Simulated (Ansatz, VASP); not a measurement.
Two plane-wave programs on Zn

```xyz
2
Lattice="1.5556 -4.0837 0.0000 1.5556 4.0837 0.0000 0.0000 0.0000 2.5719" Properties=species:S:1:pos:R:3 pbc="T T T"
Zn    1.5556   -2.9499    0.6430
Zn    1.5556    2.9499    1.9289
```

Alike in both runs: functional PBE; k mesh 22 × 22 × 18; occupations gaussian, width 0.1 eV; no spin polarisation.

Ansatz relaxed the structure, and its values are those at the end. VASP's run is a single point on that final structure, the one shown.

|  | VASP | Ansatz |
| --- | --- | --- |
| version | VASP 6.6.1 | Ansatz 0.2.0 |
| potentials or method | VASP PAW PBE potentials, release 64 (Zn), cutoff 520 eV | scalar-relativistic, plane waves, PAW |
| valence electrons in the cell | 24 | 24 |

VASP gave:

- gap on the k mesh at the Fermi level (eV): none
- pressure (GPa): 0.3

Q: Which values does Ansatz return?

A: gap on the k mesh at the Fermi level (eV): none; pressure (GPa): 0.0.

A gap of «none» marks a metal or a gap that the smearing closes. The functional is the same, so the differences come from potentials, cutoffs and numerics.
